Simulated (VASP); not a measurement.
Wanted: the native input for a VASP 6.6.1 run.

```
Task                   : single point
Functional             : PBE
Potentials or basis    : VASP PAW PBE potentials, release 64 (Cl, Na_pv)
Cutoff                 : 520 eV
k mesh                 : 8 × 8 × 8
Occupations            : gaussian, width 0.05 eV
Spin                   : no spin polarisation
Dipole correction      : no
Further INCAR settings : ALGO = Normal; EDIFF = 1e-06; NBANDS = 14
```

The structure of NaCl lies in POSCAR:

```
NaCl
1.0
    0.0000000000      2.7940632177      2.7940632177
    2.7940632177      0.0000000000      2.7940632177
    2.7940632177      2.7940632177      0.0000000000
Cl Na
1 1
Direct
    0.5000000000      0.5000000000      0.5000000000
    0.0000000000      0.0000000000      0.0000000000
```

These files were run (other wordings do the same):

INCAR

```
SYSTEM = NaCl
PREC = Accurate
ENCUT = 520
EDIFF = 1E-6
ISMEAR = 0
SIGMA = 0.05
LREAL = .FALSE.
LASPH = .TRUE.
NELM = 100
ALGO = Normal
ISIF = 2
LWAVE = .FALSE.
LCHARG = .FALSE.
GGA = PE
NBANDS = 14
```

KPOINTS

```
Automatic mesh
0
G
  8 8 8
  0 0 0
```

Potentials or basis: VASP PAW PBE potentials, release 64 (Cl, Na_pv).

Launch:

```console
$ cat potpaw_PBE.64/Cl/POTCAR potpaw_PBE.64/Na_pv/POTCAR > POTCAR
$ mpirun -np 1 vasp_std > vasp.out
```

It gave:

| Quantity | Value |
| --- | --- |
| Pressure | 1.5 GPa |
| Band gap on the k mesh | 5.22 eV, direct |

Wall time 16 s on 1 thread of Intel(R) Xeon(R) Platinum 8259CL CPU @ 2.50GHz (Skylake/Cascade Lake), with other jobs on the host, peak memory 0.16 GiB.
